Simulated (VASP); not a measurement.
AgCl, 2 atoms in the cell. The structure is tetragonal, space group I4/mmm (No. 139). Conventional cell: a = 4.039 Å, b = 4.039 Å, c = 5.629 Å, α = 90.00°, β = 90.00°, γ = 90.00°. Ag (site symmetry 4/mmm) has 6 Cl at 2.81 to 2.86 Å within 3.7 Å. Cl (site symmetry 4/mmm) has 6 Ag at 2.81 to 2.86 Å within 3.7 Å.  This cell differs from its parent crystal: strain +0.030 along x and y, +0.015 along z.

| Quantity | Value |
| --- | --- |
| Program | VASP 6.6.1 |
| Task | single point |
| Functional | PBEsol |
| Potentials or basis | VASP PAW PBE potentials, release 64 (Ag, Cl) |
| Cutoff | 520 eV |
| k mesh | 8 × 8 × 8 |
| Occupations | gaussian, width 0.05 eV |
| Spin | no spin polarisation |
| Dipole correction | no |
| Further INCAR settings | ALGO = Normal; EDIFF = 1e-06; NBANDS = 16 |

Potentials or basis: VASP PAW PBE potentials, release 64 (Ag, Cl).

The run is started by

```bash
$ cat potpaw_PBE.64/Ag/POTCAR potpaw_PBE.64/Cl/POTCAR > POTCAR
$ mpirun -np 1 vasp_std > vasp.out
```

Hardware: 1 thread of Intel(R) Xeon(R) 6975P-C (Granite Rapids) (shared host).

Question: Estimate the wall time of this run.

Answer: Run time: 15 s on 1 thread of Intel(R) Xeon(R) 6975P-C (Granite Rapids), on a shared host, peak memory 0.19 GiB. Counts: scf iterations 11, k points 59.
